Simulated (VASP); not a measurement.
Here is a VASP 6.6.1 calculation.

Contents of POSCAR:

```
CaSe
1.0
    0.0000000000      3.1191761512      2.9182197445
    3.1191761512      0.0000000000      2.9182197445
    3.1191761512      3.1191761512      0.0000000000
Ca Se
1 1
Direct
    0.0000000000      0.0000000000      0.0000000000
    0.5000000000      0.5000000000      0.5000000000
```

Contents of INCAR.step1:

```
ALGO     = Normal         # electronic algorithm
EDIFF    = 1E-4           # SCF threshold, eV
ENCUT    = 520            # plane-wave cutoff, eV
GGA      = PE             # functional
ISMEAR   = 0              # smearing method
LASPH    = T              # aspherical terms in the spheres
LCHARG   = F              # write CHGCAR
LREAL    = F              # projectors in reciprocal space
LWAVE    = T              # write WAVECAR
NBANDS   = 15             # bands
NELM     = 80             # most SCF steps
PREC     = Accurate       # precision mode
SIGMA    = 0.01           # smearing width, eV
```

INCAR.step2

```
ALGO     = Normal         # electronic algorithm
EDIFF    = 1E-6           # SCF threshold, eV
ENCUT    = 520            # plane-wave cutoff, eV
ISIF     = 2              # what is computed and relaxed
ISMEAR   = 0              # smearing method
ISTART   = 1            
LASPH    = T              # aspherical terms in the spheres
LCHARG   = F              # write CHGCAR
LMIXTAU  = T            
LREAL    = F              # projectors in reciprocal space
LWAVE    = F              # write WAVECAR
METAGGA  = R2SCAN         # meta-GGA
NBANDS   = 15             # bands
NELM     = 80             # most SCF steps
PREC     = Accurate       # precision mode
SIGMA    = 0.01           # smearing width, eV
```

File KPOINTS:

```
k-points
0
Gamma
  8 8 8
```

Potentials or basis: VASP PAW PBE potentials, release 64 (Ca_sv, Se).

Command:

```bash
$ cat potpaw_PBE.64/Ca_sv/POTCAR potpaw_PBE.64/Se/POTCAR > POTCAR
$ cp INCAR.step1 INCAR
$ mpirun -np 1 vasp_std > vasp.out
$ cp INCAR.step2 INCAR
$ mpirun -np 1 vasp_std > vasp.out
```

(1) What does it give for the band gap on the k mesh?

(2) Predict the pressure.

Results:

(1) 2.66 eV, indirect (least direct gap 3.41 eV).

(2) -3.0 GPa.

Caveat: the cell differs from its parent crystal (epitaxial xy strain +5.1%); the PAW data sets were made with another functional, which shifts forces and pressure a little.
